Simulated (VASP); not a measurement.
Input of a VASP 6.6.1 run:

The input INCAR:

```
SYSTEM = RbBr
ALGO     = Normal         ! electronic algorithm
EDIFF    = 1E-6           ! SCF threshold, eV
ENCUT    = 520            ! plane-wave cutoff, eV
GGA      = PE             ! functional
ISIF     = 2              ! what is computed and relaxed
ISMEAR   = 0              ! smearing method
LASPH    = .TRUE.         ! aspherical terms in the spheres
LCHARG   = .TRUE.         ! write CHGCAR
LELF     = .TRUE.         ! ELF
LREAL    = .FALSE.        ! projectors in reciprocal space
LVHAR    = .TRUE.       
LWAVE    = .FALSE.        ! write WAVECAR
NBANDS   = 15             ! bands
NELM     = 100            ! most SCF steps
PREC     = Accurate       ! precision mode
SIGMA    = 0.01           ! smearing width, eV
```

Contents of KPOINTS:

```
k-points
0
G
  4 4 4
  0 0 0
```

Contents of POSCAR:

```
RbBr
1.0
    0.0000000000      3.4954343121      3.4549664704
    3.4954343121      0.0000000000      3.4549664704
    3.4954343121      3.4954343121      0.0000000000
Rb Br
1 1
Direct
    0.0000000000      0.0000000000      0.0000000000
    0.5000000000      0.5000000000      0.5000000000
```

Potentials or basis: VASP PAW PBE potentials, release 64 (Rb_sv, Br).

The run is started by

```bash
$ cat potpaw_PBE.64/Rb_sv/POTCAR potpaw_PBE.64/Br/POTCAR > POTCAR
$ mpirun -np 1 vasp_std > vasp.out
```

Q: Estimate the band gap on the k mesh.

A: 4.24 eV, direct.

Q: Predict the pressure.

A: 0.3 GPa.

Stress tensor (GPa, compression positive):
```
0.21 0.00 0.00
0.00 0.21 0.00
0.00 0.00 0.53
```

Caveat: the cell differs from its parent crystal (epitaxial xy strain +1.0%).
